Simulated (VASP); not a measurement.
Si, 8 atoms in the cell. Symmetry: Fmmm, No. 69, orthorhombic system. Conventional cell: a = 4.748 Å, b = 5.594 Å, c = 8.877 Å, α = 90.00°, β = 90.00°, γ = 90.00°. Si (site symmetry m2m) has 8 Si at 2.38 to 3.03 Å within 3.2 Å. Si (site symmetry mm2) has 8 Si at 2.41 to 2.83 Å within 3.2 Å.  This cell differs from its parent crystal: strain -0.025 along x and y, +0.050 along z.

```yaml
Program: VASP 6.6.1
Task: single point
Functional: LDA
Potentials_or_basis: VASP PAW LDA potentials, release 64 (Si)
Cutoff: 520 eV
k_mesh: 10 × 10 × 8
Occupations: gaussian, width 0.15 eV
Spin: no spin polarisation
Dipole_correction: no
Further_INCAR_settings: ALGO = Normal; EDIFF = 1e-07; NBANDS = 26
```

Potentials or basis: VASP PAW LDA potentials, release 64 (Si).

The run is started by

```console
$ cat potpaw_LDA.64/Si/POTCAR > POTCAR
$ mpirun -np 1 vasp_std > vasp.out
```

Hardware: 1 thread of AMD EPYC 9R45 96-Core Processor (Zen 5) (shared host).

**Question.** Estimate the wall time of this run.

**Answer.** Run time: 3.7 min on 1 thread of AMD EPYC 9R45 96-Core Processor (Zen 5), on a shared host, peak memory 0.38 GiB. Counts: scf iterations 13, k points 155.
